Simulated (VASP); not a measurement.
A run of VASP 6.6.1 is set up as follows.

The input INCAR:

```
ALGO     = Normal         # electronic algorithm
EDIFF    = 1E-7           # SCF threshold, eV
ENCUT    = 520            # plane-wave cutoff, eV
GGA      = PE             # functional
ISIF     = 2              # what is computed and relaxed
ISMEAR   = -1             # smearing method
LASPH    = True           # aspherical terms in the spheres
LCHARG   = True           # write CHGCAR
LELF     = True           # ELF
LREAL    = False          # projectors in reciprocal space
LVHAR    = True         
LWAVE    = False          # write WAVECAR
NBANDS   = 60             # bands
NELM     = 60             # most SCF steps
PREC     = Accurate       # precision mode
SIGMA    = 0.17           # smearing width, eV
```

Contents of KPOINTS:

```
k-points
0
Gamma
  3 3 1
```

POSCAR

```
TiO2
1.0
    3.8663720000      0.0000000000      0.0000000000
    0.0000000000      3.8663720000      0.0000000000
    0.0000000000      0.0000000000      9.7716350000
Ti O
4 8
Direct
   -0.0526850494     -0.1039734407      0.0068054118
    0.1145259690      0.5338337853      0.2524347256
    0.5164790144      0.4383437496      0.5125856625
    0.4966412958     -0.0478484740      0.7676402158
    0.0397788935     -0.0487019873      0.1980835346
    0.0333387475      0.4469823390      0.4864180866
    0.0462966316      0.4661475926      0.0559783496
    0.0034399173     -0.0633410339      0.8083703495
    0.4320846520      0.4225925493      0.7329377325
    0.5105561493      0.0349940461      0.9650380924
    0.5356959961     -0.0866186699      0.5645728683
    0.5098836842      0.4777605466      0.3160678842
```

Potentials or basis: VASP PAW PBE potentials, release 64 (Ti_sv, O).

The run is started by

```bash
$ cat potpaw_PBE.64/Ti_sv/POTCAR potpaw_PBE.64/O/POTCAR > POTCAR
$ mpirun -np 1 vasp_std > vasp.out
```

(1) What does it give for the largest force?

(2) Estimate the band gap on the k mesh.

(3) Predict the pressure.

## Answers

(1) 5.711 eV/Å.

(2) 2.20 eV, indirect (least direct gap 2.50 eV).

(3) 3.5 GPa.

Caveat: the k points lie up to 0.64 Å⁻¹ apart; forces of over 1 eV/Å act on the atoms, so gaps and moduli don't describe the material at rest.
